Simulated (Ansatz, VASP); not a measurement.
# One calculation of As2Se, two programs

```
As Se
1.0
     4.45292    0.00000    0.00000
    -2.22646    3.85634    0.00000
     0.00000    0.00000    7.61365
As Se
4 2
Direct
  0.33333 0.66667 0.42318
  0.66667 0.33333 0.92318
  0.33333 0.66667 0.07682
  0.66667 0.33333 0.57682
  0.00000 0.00000 0.25000
  0.00000 0.00000 0.75000
```

Change from the starting cell: species swapped into the EuIn2 type (P6_3/mmc, No. 194).

Alike in both runs: functional PBE; k mesh 4 × 4 × 2; occupations gaussian, width 0.2 eV; no spin polarisation.

Ansatz relaxed the structure, and its values are those at the end. VASP's run is a single point on that final structure, the one shown.

|  | VASP | Ansatz |
| --- | --- | --- |
| version | VASP 6.6.1 | Ansatz 0.2.0 |
| potentials or method | VASP PAW PBE potentials, release 64 (As, Se), cutoff 500 eV | scalar-relativistic, plane waves, PAW |
| valence electrons in the cell | 32 | 92 |

Ansatz gave:

```
gap on the k mesh at the Fermi level (eV) : none
pressure (GPa)                            : 0.0
rms of the force components (eV/Å)        : 0.014
```

Which values does VASP return?

gap on the k mesh at the Fermi level (eV): none; pressure (GPa): 0.0; rms of the force components (eV/Å): 0.009.

A gap of «none» marks a metal or a gap that the smearing closes. VASP's potentials hold 32 valence electrons a cell and Ansatz's 92, so a difference there can come from the potentials and not from the codes.

The k mesh is coarse, so the values compare programs but aren't converged.
